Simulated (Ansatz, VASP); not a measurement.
# Ta in VASP and in Ansatz

```xyz
2
Lattice="2.9670 0.0000 0.0000 -1.4835 2.5695 0.0000 0.0000 0.0000 4.8065" Properties=species:S:1:pos:R:3 pbc="T T T"
Ta   -0.0890    1.6616    1.0574
Ta    1.5725    0.9079    3.7490
```

Change from the starting cell: shortest bond scaled by 0.88, LAPW.

Alike in both runs: task single point; functional LDA; k mesh 12 × 12 × 6; occupations fermi-dirac, width 0.05 eV; no spin polarisation.

|  | VASP | Ansatz |
| --- | --- | --- |
| version | VASP 6.6.1 | Ansatz 0.2.0 |
| potentials or method | VASP PAW LDA potentials, release 64 (Ta_pv), cutoff 520 eV | all-electron LAPW, scalar-relativistic |

Ansatz gave:

```
pressure (GPa)                                                : -0.3
traceless stress, the component that is largest in VASP (GPa) : 4.01
rms of the force components (eV/Å)                            : 1.685
```

Problem. Which values does VASP return?

Solution. Pressure (GPa): 0.6; traceless stress, the component that is largest in VASP (GPa): 4.01; rms of the force components (eV/Å): 1.711.

LDA's correlation is that of Perdew and Zunger in VASP and of Perdew and Wang (1992) in Ansatz. Atom by atom the forces differ by 0.026 eV/Å (rms over components). Ansatz ran all-electron here, and VASP with PAW potentials.

Neither program's run includes spin-orbit coupling.
